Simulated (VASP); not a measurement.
Write the native input for VASP 6.6.1 that does the following.

- Task: single point
- Functional: PBE
- Potentials or basis: VASP PAW PBE potentials, release 64 (Mg, O)
- Cutoff: 520 eV
- k mesh: 10 × 10 × 10
- Occupations: gaussian, width 0.05 eV
- Spin: no spin polarisation
- Dipole correction: no
- Further INCAR settings: ALGO = Normal; EDIFF = 1e-06; NBANDS = 11

The structure of MgO lies in POSCAR:

```
MgO
1.0
    0.0000000000      2.1269229054      1.9993075311
    2.1269229054      0.0000000000      1.9993075311
    2.1269229054      2.1269229054      0.0000000000
Mg O
1 1
Direct
    0.0000000000      0.0000000000      0.0000000000
    0.5000000000      0.5000000000      0.5000000000
```

This cell differs from its parent crystal: strain -0.0600 x Voigt [0, 0, 1, 0, 0, 0].

These files were run (other wordings do the same):

INCAR

```
PREC = Accurate
ENCUT = 520
EDIFF = 1E-6
ISMEAR = 0
SIGMA = 0.05
LREAL = False
LASPH = True
NELM = 80
ALGO = Normal
ISIF = 2
LWAVE = False
LCHARG = False
GGA = PE
NBANDS = 11
```

KPOINTS

```
Automatic mesh
0
Gamma
  10 10 10
```

Potentials or basis: VASP PAW PBE potentials, release 64 (Mg, O).

Launch:

```sh
$ cat potpaw_PBE.64/Mg/POTCAR potpaw_PBE.64/O/POTCAR > POTCAR
$ mpirun -np 1 vasp_std > vasp.out
```

Results of the run:

```
Pressure               : 11.2 GPa
Band gap on the k mesh : 4.97 eV, direct
```

Caveat: the cell differs from its parent crystal (strain -0.0600 x Voigt [0, 0, 1, 0, 0, 0]).

Wall time 9.3 s on 1 thread of Intel(R) Xeon(R) Platinum 8559C (Emerald Rapids), with other jobs on the host, peak memory 0.14 GiB.
